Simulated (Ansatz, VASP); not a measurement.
## One calculation of Sn3P2, two programs

Contents of INCAR:

```
PREC = Accurate
ENCUT = 600
EDIFF = 1E-6
ISMEAR = 0
SIGMA = 0.1
LREAL = F
LASPH = T
NELM = 100
ALGO = Normal
ISIF = 3
LWAVE = F
LCHARG = F
GGA = PE
IBRION = 2
NSW = 100
EDIFFG = -0.01
KPAR = 4
```

File KPOINTS:

```
Automatic mesh
0
Gamma
  12 12 2
```

The input POSCAR:

```
Sn3P2
1.0
    3.9033335396      0.0000000000      0.0000000000
   -1.9516667698      3.3803860047      0.0000000000
    0.0000000000      0.0000000000     18.7844084948
Sn P
6 4
Direct
    0.0000000000      0.0000000000      0.2500000000
    0.0000000000      0.0000000000      0.7500000000
    0.3333333333      0.6666666667      0.9282063146
    0.6666666667      0.3333333333      0.4282063146
    0.3333333333      0.6666666667      0.5717936854
    0.6666666667      0.3333333333      0.0717936854
    0.3333333333      0.6666666667      0.1507170746
    0.6666666667      0.3333333333      0.6507170746
    0.3333333333      0.6666666667      0.3492829254
    0.6666666667      0.3333333333      0.8492829254
```

Input for Ansatz:

```yaml
crystal:
  lattice:
    - [3.9033335396, 0.0, 0.0]
    - [-1.9516667698, 3.3803860047, 0.0]
    - [0.0, 0.0, 18.7844084948]
  atoms:
    - { symbol: Sn, position: [0.0, 0.0, 0.25] }
    - { symbol: Sn, position: [0.0, 0.0, 0.75] }
    - { symbol: Sn, position: [0.3333333333, 0.6666666667, 0.9282063146] }
    - { symbol: Sn, position: [0.6666666667, 0.3333333333, 0.4282063146] }
    - { symbol: Sn, position: [0.3333333333, 0.6666666667, 0.5717936854] }
    - { symbol: Sn, position: [0.6666666667, 0.3333333333, 0.0717936854] }
    - { symbol: P, position: [0.3333333333, 0.6666666667, 0.1507170746] }
    - { symbol: P, position: [0.6666666667, 0.3333333333, 0.6507170746] }
    - { symbol: P, position: [0.3333333333, 0.6666666667, 0.3492829254] }
    - { symbol: P, position: [0.6666666667, 0.3333333333, 0.8492829254] }
basis:
  ecutwfc: 420
kpoints:
  mp_grid: { grid: [12, 12, 2] }
hamiltonian:
  xc: pbe
scf:
  occupations: { method: gaussian, width: 0.1 }
output:
  forces: true
  stress: true
  eigenvalues: true
  write_density: true
  write_potential: true
  elf: true
  volumetric_format: npy
relax:
  adjacent_minimum: "off"
  f_tol: 0.01
  max_steps: 80
  cell: { stress_tol: 0.05 }
```

Change from the starting cell: species swapped into the Sn3Pt2 type (P6_3/mmc, No. 194).

Alike in both runs: task relaxation of cell and atoms; functional PBE; k mesh 12 × 12 × 2; occupations gaussian, width 0.1 eV; no spin polarisation.

|  | VASP | Ansatz |
| --- | --- | --- |
| version | VASP 6.6.1 | Ansatz 0.2.0 |
| potentials or method | VASP PAW PBE potentials, release 64 (Sn_d, P), cutoff 600 eV | scalar-relativistic, plane waves, PAW |
| valence electrons in the cell | 104 | 104 |

|  | VASP | Ansatz | Ansatz less VASP |
| --- | --- | --- | --- |
| gap on the k mesh at the Fermi level, each at its own relaxed structure (eV) | none | none | - |
| relaxed volume (Å³/atom) | 24.65 | 24.66 | +0.009 |
| relaxed cell length with the largest relative difference (Å) | 18.844 | 18.833 | -0.0114 |

A gap of «none» marks a metal or a gap that the smearing closes.
